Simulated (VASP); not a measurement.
The system is Ti.

```
CELL_PARAMETERS angstrom
2.68239 0.00000 0.00000
0.00000 2.68239 0.00000
0.00000 0.00000 2.74837
ATOMIC_POSITIONS crystal
Ti 0.00000 0.00000 0.00000
```

- Program: VASP 6.6.1
- Task: relaxation of cell and atoms
- Functional: PBE
- Potentials or basis: VASP PAW PBE potentials, release 64 (Ti_sv)
- Cutoff: 600 eV
- k mesh: 6 × 6 × 6
- Occupations: gaussian, width 0.1 eV
- Spin: no spin polarisation

At the start: pressure -5.6 GPa; volume 19.78 Å³/atom.

Problem. Where does the relaxation end?

Solution. Over 7 steps the energy falls by 28.0 meV/atom and the volume is 18.27 Å³/atom (-7.6 %); space group Pm-3m (No. 221, to 0.1 Å) before and after.

Step by step:
| step | energy change (eV) | largest force (eV/Å) | pressure (GPa) | volume (Å³) |
| --- | --- | --- | --- | --- |
| 1 | 0.0000 | 0.0000 | -5.63 | 19.78 |
| 2 | -0.0243 | 0.0000 | 1.42 | 17.85 |
| 3 | -0.0267 | 0.0000 | 0.30 | 18.26 |
| 4 | -0.0266 | 0.0000 | 0.07 | 18.32 |
| 5 | -0.0266 | 0.0000 | -0.26 | 18.35 |
| 6 | -0.0276 | 0.0000 | -0.30 | 18.33 |
| 7 | -0.0280 | 0.0000 | -0.14 | 18.27 |

Final structure:
```
CELL_PARAMETERS angstrom
2.64041 0.00000 0.00000
0.00000 2.64041 0.00000
0.00000 0.00000 2.62032
ATOMIC_POSITIONS crystal
Ti 0.00000 0.00000 0.00000
```

Caveat: the k points lie up to 0.40 Å⁻¹ apart in the final cell, too coarse for converged energies and pressures of a metal.
